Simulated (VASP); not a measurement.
# Na2HF (P-6m2) in VASP: notebook

Runs on Na2HF. Level: PBE. Tasks: single point.

All numbers are computed with VASP 6.6.1; they aren't measurements. Logs are shortened: lines on timing, memory, paths and dates and some standing lists are left out, and cuts for length are marked.

### Step 1. The cell of the first run

The structure is hexagonal, space group P-6m2 (No. 187). The conventional cell has a = 3.293 Å, b = 3.293 Å, c = 5.800 Å, α = 90.00°, β = 90.00°, γ = 120.00°. Within 3.1 Å of Na (site symmetry 3m) lie 3 F at 2.37 Å and 3 H at 2.41 Å and 2 Na at 2.84 to 2.95 Å. Within 3.2 Å of H (site symmetry -6m2) lie 6 Na at 2.41 Å. F (site symmetry -6m2) has 6 Na at 2.37 Å within 3.1 Å.

### Step 2. Single point, PBE

File INCAR:

```
SYSTEM = Na2HF
PREC = Accurate
ENCUT = 520
EDIFF = 1E-6
ISMEAR = 0
SIGMA = 0.1
LREAL = .FALSE.
LASPH = .TRUE.
NELM = 100
ALGO = Normal
ISIF = 2
LWAVE = .FALSE.
LCHARG = .FALSE.
GGA = PE
NBANDS = 19
```

File KPOINTS:

```
regular mesh
0
G
  6 6 4
  0 0 0
```

File POSCAR:

```
Na2HF
1.0
    3.2928786155      0.0000000000      0.0000000000
   -1.6464393077      2.8517165326      0.0000000000
    0.0000000000      0.0000000000      5.7996617312
Na H F
2 1 1
Direct
    0.6666666667      0.3333333333      0.2547478448
    0.6666666667      0.3333333333      0.7452521552
    0.0000000000      0.0000000000      0.0000000000
    0.3333333333      0.6666666667      0.5000000000
```

Potentials or basis: VASP PAW PBE potentials, release 64 (Na_pv, H, F).

Run with:

```sh
$ cat potpaw_PBE.64/Na_pv/POTCAR potpaw_PBE.64/H/POTCAR potpaw_PBE.64/F/POTCAR > POTCAR
$ mpirun -np 1 vasp_std > vasp.out
```

OUTCAR:

```text
SYSTEM = Na2HF
   PREC = Accurate
   ENCUT = 520
   EDIFF = 1E-6
   ISMEAR = 0
   LREAL = .FALSE.
   LASPH = .TRUE.
   NELM = 100
   ISIF = 2
   GGA = PE

 ion  position               nearest neighbor table
   1  0.667  0.333  0.255-
   2  0.667  0.333  0.745-
   3  0.000  0.000  0.000-
   4  0.333  0.667  0.500-

  LATTYP: Found a hexagonal cell.
 ALAT       =     3.2928786155
 C/A-ratio  =     1.7612740731

  Lattice vectors:

 A1 = (   3.2928786155,   0.0000000000,   0.0000000000)
 A2 = (  -1.6464393077,   2.8517165326,   0.0000000000)
 A3 = (   0.0000000000,   0.0000000000,   5.7996617312)

Analysis of symmetry for initial positions (statically):
=====================================================================
 Subroutine PRICEL returns:
 Original cell was already a primitive cell.

 Routine SETGRP: Setting up the symmetry group for a
 hexagonal supercell.

 Subroutine GETGRP returns: Found 12 space group operations
 (whereof 12 operations were pure point group operations)
 out of a pool of 24 trial point group operations.

The static configuration has the point symmetry D_3h.

Analysis of symmetry for dynamics (positions and initial velocities):
=====================================================================
 Subroutine PRICEL returns:
 Original cell was already a primitive cell.

 Routine SETGRP: Setting up the symmetry group for a
 hexagonal supercell.

 Subroutine GETGRP returns: Found 12 space group operations
 (whereof 12 operations were pure point group operations)
 out of a pool of 24 trial point group operations.

The dynamic configuration has the point symmetry D_3h.

 Subroutine INISYM returns: Found 12 space group operations
 (whereof 12 operations are pure point group operations),
 and found     1 'primitive' translations

----------------------------------------------------------------------------------------

                                     Primitive cell

  volume of cell :      54.4609

  direct lattice vectors                    reciprocal lattice vectors
     3.292878615  0.000000000  0.000000000     0.303685655  0.175332995  0.000000000
    -1.646439308  2.851716533  0.000000000     0.000000000  0.350665990  0.000000000
     0.000000000  0.000000000  5.799661731     0.000000000  0.000000000  0.172423849

  length of vectors
     3.292878615  3.292878615  5.799661731     0.350665990  0.350665990  0.172423849

  position of ions in fractional coordinates (direct lattice)
     0.666666667  0.333333333  0.254747845
     0.666666667  0.333333333  0.745252155
     0.000000000  0.000000000  0.000000000
     0.333333333  0.666666667  0.500000000

  ion indices of the primitive-cell ions
   primitive index   ion index
                 1           1
                 2           2
                 3           3
                 4           4

----------------------------------------------------------------------------------------

 KPOINTS: regular mesh

Automatic generation of k-mesh.
 Grid dimensions read from file:
 generate k-points for:    6    6    4

 Generating k-lattice:

  Cartesian coordinates                     Fractional coordinates (reciprocal lattice)
     0.050614276  0.029222166  0.000000000     0.166666667 -0.000000000  0.000000000
     0.000000000  0.058444332  0.000000000     0.000000000  0.166666667  0.000000000
     0.000000000  0.000000000  0.043105962     0.000000000  0.000000000  0.250000000

  Length of vectors
     0.058444332  0.058444332  0.043105962

  Shift w.r.t. Gamma in fractional coordinates (k-lattice)
     0.000000000  0.000000000  0.000000000

 Subroutine IBZKPT returns following result:
 ===========================================

 Found     21 irreducible k-points:

 Following reciprocal coordinates:
            Coordinates               Weight
  0.000000  0.000000  0.000000      1.000000
  0.166667 -0.000000  0.000000      6.000000
  0.333333  0.000000  0.000000      6.000000
  0.500000  0.000000  0.000000      3.000000
  0.166667  0.166667  0.000000      6.000000
  0.333333  0.166667  0.000000     12.000000
[... 13 lines left out ...]
  0.333333  0.166667  0.500000     12.000000
  0.333333  0.333333  0.500000      2.000000
   k-points           NKPTS =     21   k-points in BZ     NKDIM =     21   number of bands    NBANDS=     19
   number of dos      NEDOS =    301   number of ions     NIONS =      4
   total plane-waves  NPLWV =  27648
   dimension x,y,z NGX =    24 NGY =   24 NGZ =   48
   dimension x,y,z NGXF=    48 NGYF=   48 NGZF=   96
   ions per type =               2   1   1
   NGX,Y,Z   is equivalent  to a cutoff of  12.12, 12.12, 13.76 a.u.
   NGXF,Y,Z  is equivalent  to a cutoff of  24.23, 24.23, 27.52 a.u.
 SYSTEM =  Na2HF
   PREC   = accura    normal or accurate (medium, high low for compatibility)
   ISTART =      0    job   : 0-new  1-cont  2-samecut
   ICHARG =      2    charge: 1-file 2-atom 10-const
   ISPIN  =      1    spin polarized calculation?
   LNONCOLLINEAR =      F non collinear calculations
   LSORBIT =      F    spin-orbit coupling
   LASPH  =      T    aspherical Exc in radial PAW
   ENCUT  =  520.0 eV  38.22 Ry    6.18 a.u.   6.12  6.12 10.78*2*pi/ulx,y,z
   NELM   =    100;   NELMIN=  2; NELMDL= -5     # of ELM steps
   EDIFF  = 0.1E-05   stopping-criterion for ELM
   LREAL  =      F    real-space projection
   EDIFFG = 0.1E-04   stopping-criterion for IOM
   NSW    =      0    number of steps for IOM
   IBRION =     -1    ionic relax: 0-MD 1-quasi-New 2-CG
   NFREE  =      0    steps in history (QN), initial steepest desc. (CG)
   ISIF   =      2    stress and relaxation
   ISYM   =      2    0-nonsym 1-usesym 2-fastsym
   POTIM  = 0.5000    time-step for ionic-motion
   TEBEG  =    0.0;   TEEND  =   0.0 temperature during run
   PSTRESS=    0.0 pullay stress
   NELECT =      22.0000    total number of electrons
   NUPDOWN=      -1.0000    fix difference up-down
   EMIN   =  10.00;   EMAX   =-10.00  energy-range for DOS
   EFERMI =   0.00;   METHOD = LEGACY
   ISMEAR =     0;   SIGMA  =   0.10  broadening in eV -4-tet -1-fermi 0-gaus
   EFERMI_NEDOS =   21; number of points for ismear=-14 and -15
   IALGO  =     38    algorithm
   IMIX   =      4    mixing-type and parameters
     AMIX     =   0.40;   BMIX     =  1.00
     AMIX_MAG =   1.60;   BMIX_MAG =  1.00
  volume/ion in A,a.u.               =      13.62        91.88
  Fermi-wavevector in a.u.,A,eV,Ry     =   1.210192  2.286931 19.926600  1.464564
  Thomas-Fermi vector in A             =   2.345746
   LORBIT       =      0    0 simple, 1 ext, 2 COOP (PROOUT), +10 PAW based schemes
   GGA     = PE    functional components
   LHFCALC =     F    Hartree Fock is set to
   AEXX    =    0.0000 exact exchange contribution
   IVDW    =     0    specifies the selected vdW correction
   LEPSILON=     F    determine dielectric tensor
   LRPA    =     F    only Hartree local field effects (RPA)
 non-spin polarized calculation
 Gauss-broadening in eV      SIGMA  =   0.10
  energy-cutoff  :      520.00
  volume of cell :       54.46
 maximum number of plane-waves:      1494
   NGX = 13   NGY = 13   NGZ = 21

 number of electron      21.9999988 magnetization

 Free energy of the ion-electron system (eV)
  ---------------------------------------------------
  ext. energy  EPLUGINS =         0.00000000
  ---------------------------------------------------
  free energy    TOTEN  =       -13.46177815 eV

  energy without entropy =      -13.46177815  energy(sigma->0) =      -13.46177815

 E-fermi :   0.2090     XC(G=0):  -8.3074

 val. band max:       -0.3012556047   @ k =   0.3333   0.3333   0.0000
 cond. band min:       2.8432121239   @ k =   0.0000   0.0000   0.5000
 fundamental gap:      3.1444677286
 Fermi energy:         0.2089778250

 k-point     1 :       0.0000    0.0000    0.0000
  band No.  band energies     occupation
      1     -22.9566      2.00000
      2     -22.5050      2.00000
      3     -22.5050      2.00000
      4     -22.4827      2.00000
      5     -22.4827      2.00000
      6     -22.4593      2.00000
[... 11 lines left out ...]
     18      17.1731      0.00000
     19      17.1758      0.00000

 k-point     2 :       0.1667   -0.0000    0.0000
  band No.  band energies     occupation
      1     -22.9276      2.00000
      2     -22.5543      2.00000
      3     -22.5111      2.00000
      4     -22.5064      2.00000
      5     -22.4879      2.00000
      6     -22.4563      2.00000
[... 11 lines left out ...]
     18      15.0616      0.00000
     19      15.9458      0.00000

 k-point     3 :       0.3333    0.0000    0.0000
  band No.  band energies     occupation
      1     -22.8798      2.00000
      2     -22.6244      2.00000
      3     -22.5533      2.00000
      4     -22.5234      2.00000
      5     -22.4984      2.00000
      6     -22.4505      2.00000
[... 11 lines left out ...]
     18      12.5697      0.00000
     19      16.4418      0.00000

 k-point     4 :       0.5000    0.0000    0.0000
  band No.  band energies     occupation
      1     -22.8673      2.00000
      2     -22.6412      2.00000
      3     -22.5765      2.00000
      4     -22.5295      2.00000
      5     -22.5036      2.00000
      6     -22.4475      2.00000
[... 11 lines left out ...]
     18      12.1647      0.00000
     19      16.4157      0.00000

 k-point     5 :       0.1667    0.1667    0.0000
  band No.  band energies     occupation
      1     -22.8873      2.00000
      2     -22.6068      2.00000
      3     -22.5371      2.00000
      4     -22.5281      2.00000
      5     -22.5003      2.00000
      6     -22.4519      2.00000
[... 11 lines left out ...]
     18      15.3495      0.00000
     19      15.5781      0.00000

 k-point     6 :       0.3333    0.1667    0.0000
  band No.  band energies     occupation
      1     -22.8538      2.00000
      2     -22.6383      2.00000
      3     -22.5643      2.00000
      4     -22.5507      2.00000
      5     -22.5159      2.00000
      6     -22.4475      2.00000
[... 11 lines left out ...]
     18      14.3161      0.00000
     19      14.9967      0.00000

 k-point     7 :       0.3333    0.3333    0.0000
  band No.  band energies     occupation
      1     -22.8303      2.00000
      2     -22.6433      2.00000
      3     -22.5783      2.00000
      4     -22.5497      2.00000
      5     -22.5446      2.00000
      6     -22.4461      2.00000
[... 11 lines left out ...]
     18      12.5953      0.00000
     19      13.7572      0.00000

 k-point     8 :       0.0000    0.0000    0.2500
  band No.  band energies     occupation
      1     -22.9302      2.00000
      2     -22.5021      2.00000
      3     -22.5020      2.00000
      4     -22.5020      2.00000
      5     -22.4857      2.00000
      6     -22.4857      2.00000
[... 190 lines left out ...]
 k-point    17 :       0.3333    0.0000    0.5000
  band No.  band energies     occupation
      1     -22.8518      2.00000
      2     -22.5666      2.00000
      3     -22.5664      2.00000
      4     -22.5348      2.00000
      5     -22.5143      2.00000
      6     -22.5075      2.00000
[... 11 lines left out ...]
     18      12.4982      0.00000
     19      14.5816      0.00000

 k-point    18 :       0.5000    0.0000    0.5000
  band No.  band energies     occupation
      1     -22.8501      2.00000
      2     -22.5911      2.00000
      3     -22.5685      2.00000
      4     -22.5302      2.00000
      5     -22.5202      2.00000
      6     -22.5129      2.00000
[... 11 lines left out ...]
     18      12.0860      0.00000
     19      13.5534      0.00000

 k-point    19 :       0.1667    0.1667    0.5000
  band No.  band energies     occupation
      1     -22.8531      2.00000
      2     -22.5579      2.00000
      3     -22.5496      2.00000
      4     -22.5368      2.00000
      5     -22.5183      2.00000
      6     -22.5096      2.00000
[... 11 lines left out ...]
     18      14.2654      0.00000
     19      16.0273      0.00000

 k-point    20 :       0.3333    0.1667    0.5000
  band No.  band energies     occupation
      1     -22.8375      2.00000
      2     -22.5780      2.00000
      3     -22.5665      2.00000
      4     -22.5388      2.00000
      5     -22.5304      2.00000
      6     -22.5260      2.00000
[... 11 lines left out ...]
     18      13.5282      0.00000
     19      15.3029      0.00000

 k-point    21 :       0.3333    0.3333    0.5000
  band No.  band energies     occupation
      1     -22.8217      2.00000
      2     -22.5652      2.00000
      3     -22.5629      2.00000
      4     -22.5613      2.00000
      5     -22.5578      2.00000
      6     -22.5280      2.00000
[... 11 lines left out ...]
     18      14.0891      0.00000
     19      15.7072      0.00000

------------------------ aborting loop because EDIFF is reached ----------------------------------------

  FORCE on cell =-STRESS in cart. coord.  units (eV):
  Direction    XX          YY          ZZ          XY          YZ          ZX
  --------------------------------------------------------------------------------------
  -------------------------------------------------------------------------------------
  Total       -0.0320951     -0.0320951     -0.1289622     -0.0000000     -0.0000000      0.0000000
  in kB       -0.9442004     -0.9442004     -3.7939217     -0.0000000     -0.0000000      0.0000000
  external PRESSURE =      -1.8941075 kB  Pullay stress =       0.0000000 kB

 VOLUME and BASIS-vectors are now :
 -----------------------------------------------------------------------------
  energy-cutoff  :      520.00
  volume of cell :       54.46
      direct lattice vectors                 reciprocal lattice vectors
     3.292878615  0.000000000  0.000000000     0.303685655  0.175332995  0.000000000
    -1.646439308  2.851716533  0.000000000     0.000000000  0.350665990  0.000000000
     0.000000000  0.000000000  5.799661731     0.000000000  0.000000000  0.172423849

 POSITION                                       TOTAL-FORCE (eV/Angst)
 -----------------------------------------------------------------------------------
      1.64644      0.95057      1.47745         0.000000      0.000000     -0.038996
      1.64644      0.95057      4.32221         0.000000      0.000000      0.038996
      0.00000      0.00000      0.00000        -0.000000      0.000000      0.000000
     -0.00000      1.90114      2.89983        -0.000000      0.000000      0.000000
 -----------------------------------------------------------------------------------
    total drift:                               -0.000000      0.000000      0.000000

  FREE ENERGIE OF THE ION-ELECTRON SYSTEM (eV)
  ---------------------------------------------------
  free  energy   TOTEN  =       -13.4617781491 eV

  energy  without entropy=      -13.4617781491  energy(sigma->0) =      -13.46177815
```

It took 7.3 s on 1 thread of Intel Xeon 6975P-C (Granite Rapids), shared host; peak memory 0.17 GiB.

Results:

```yaml
Free_energy: -13.4618 eV
Pressure: -0.2 GPa
Largest_force: 0.039 eV/Å
Band_gap_on_the_k_mesh: 3.14 eV, indirect (least direct gap 5.02 eV)
```

Forces in eV/Å, atoms in the order of the input:
```
Na   0.000  0.000 -0.039
Na   0.000  0.000  0.039
H    0.000  0.000  0.000
F    0.000  0.000  0.000
```

Stress tensor (GPa, compression positive):
```
-0.09  0.00  0.00
 0.00 -0.09  0.00
 0.00  0.00 -0.38
```

Levels at points of the mesh, in eV from the valence-band top:
| k point | band 8 | band 9 | band 10 | band 11 | band 12 | band 13 | band 14 | band 15 |
| --- | --- | --- | --- | --- | --- | --- | --- | --- |
| (0.00, 0.00, 0.00) | -3.77 | -2.90 | -2.90 | -2.65 | 5.25 | 5.59 | 11.28 | 13.87 |
| (0.50, 0.00, 0.00) | -4.05 | -3.41 | -3.11 | -0.34 | 4.68 | 7.92 | 9.00 | 10.64 |
| (0.00, 0.00, 0.50) | -4.13 | -2.90 | -2.90 | -1.96 | 3.14 | 9.46 | 9.60 | 12.47 |
| (0.50, 0.00, 0.50) | -4.03 | -3.43 | -3.11 | -0.37 | 5.01 | 7.08 | 8.98 | 11.08 |

A k mesh can miss the band edges.

### Step 3. Single point, PBE

This run uses another cell than the first one, of 15.46 Å³/atom, 1.135 times its volume.

INCAR: that of step 2 with these lines changed.

```diff
@@ -3,3 +3,3 @@
 ENCUT = 520
-EDIFF = 1E-6
+EDIFF = 1E-7
 ISMEAR = 0
```

KPOINTS is that of step 2.

File POSCAR:

```
Na2HF
1.0
    3.5186492800      0.0000000000      0.0000000000
   -1.7593246400      3.0472396600      0.0000000000
    0.0000000000      0.0000000000      5.7659106900
Na H F
2 1 1
Direct
    0.6666666700      0.3333333300      0.2951185800
    0.6666666700      0.3333333300      0.7048814200
    0.0000000000      0.0000000000      0.0000000000
    0.3333333300      0.6666666700      0.5000000000
```

Potentials or basis: VASP PAW PBE potentials, release 64 (Na_pv, H, F).

Run with:

```sh
$ cat potpaw_PBE.64/Na_pv/POTCAR potpaw_PBE.64/H/POTCAR potpaw_PBE.64/F/POTCAR > POTCAR
$ mpirun -np 1 vasp_std > vasp.out
```

It took 12 s on 1 thread of Intel Xeon 6975P-C (Granite Rapids), shared host; peak memory 0.18 GiB.

Results (log left out):

| Quantity | Value |
| --- | --- |
| Free energy | -13.0008 eV |
| Pressure | -1.5 GPa |
| Largest force | 1.571 eV/Å |
| Band gap on the k mesh | 2.09 eV, indirect (least direct gap 3.90 eV) |

Forces in eV/Å, atoms in the order of the input:
```
Na   0.000  0.000 -1.571
Na   0.000  0.000  1.571
H    0.000  0.000  0.000
F    0.000  0.000  0.000
```

Stress tensor (GPa, compression positive):
```
-3.29  0.00  0.00
 0.00 -3.29  0.00
 0.00  0.00  2.00
```

Levels at points of the mesh, in eV from the valence-band top:
```tsv
k point	band 7	band 8	band 9	band 10	band 11	band 12	band 13	band 14	band 15	band 16
(0.00, 0.00, 0.00)	-22.78	-4.69	-4.37	-4.37	-2.33	3.97	4.99	9.85	12.97	12.97
(0.50, 0.00, 0.00)	-22.59	-5.17	-4.51	-4.44	-0.29	4.16	7.00	7.14	9.23	9.55
(0.00, 0.00, 0.50)	-22.77	-4.84	-4.37	-4.37	-1.81	2.09	8.62	8.74	11.29	13.60
(0.50, 0.00, 0.50)	-22.58	-5.15	-4.50	-4.46	-0.30	4.61	5.61	7.37	9.86	10.94
```

Caveat: forces of over 1 eV/Å act on the atoms, so gaps and moduli don't describe the material at rest.
